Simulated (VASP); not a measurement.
Input of a VASP 6.6.1 run:

File INCAR:

```
SYSTEM = Ru
  PREC = Accurate
  ENCUT = 500
  EDIFF = 1E-6
  ISMEAR = 0
  SIGMA = 0.15
  LREAL = .False.
  LASPH = .True.
  NELM = 120
  ALGO = Normal
  ISIF = 2
  LWAVE = .False.
  LCHARG = .False.
  GGA = PE
  NBANDS = 21
  GGA_COMPAT = .False.
```

Contents of KPOINTS:

```
Automatic mesh
0
Gamma
  24 24 12
  0 0 0
```

The input POSCAR:

```
Ru
1.0
    2.7057993342      0.0000000000      0.0000000000
   -1.3528996671      2.3432909610      0.0000000000
    0.0000000000      0.0000000000      4.2819000000
Ru
2
Direct
    0.2778968499      0.6666666667      0.2500000000
    0.6666666667      0.3333333333      0.7500000000
```

Potentials or basis: VASP PAW PBE potentials, release 64 (Ru_pv).

Run with:

```sh
$ cat potpaw_PBE.64/Ru_pv/POTCAR > POTCAR
$ mpirun -np 1 vasp_std > vasp.out
```

Question: What does it give for the pressure?

Answer: 5.6 GPa.

Question: Estimate the largest force.

Answer: 1.045 eV/Å.

Stress tensor (GPa, compression positive):
```
5.15 2.54 0.00
2.54 5.39 0.00
0.00 0.00 6.20
```

Caveat: the cell differs from its parent crystal (atom 1 (Ru) moved by (-0.150, +0.000) A along x and y); the cell stands under pressure; forces of over 1 eV/Å act on the atoms, so gaps and moduli don't describe the material at rest.
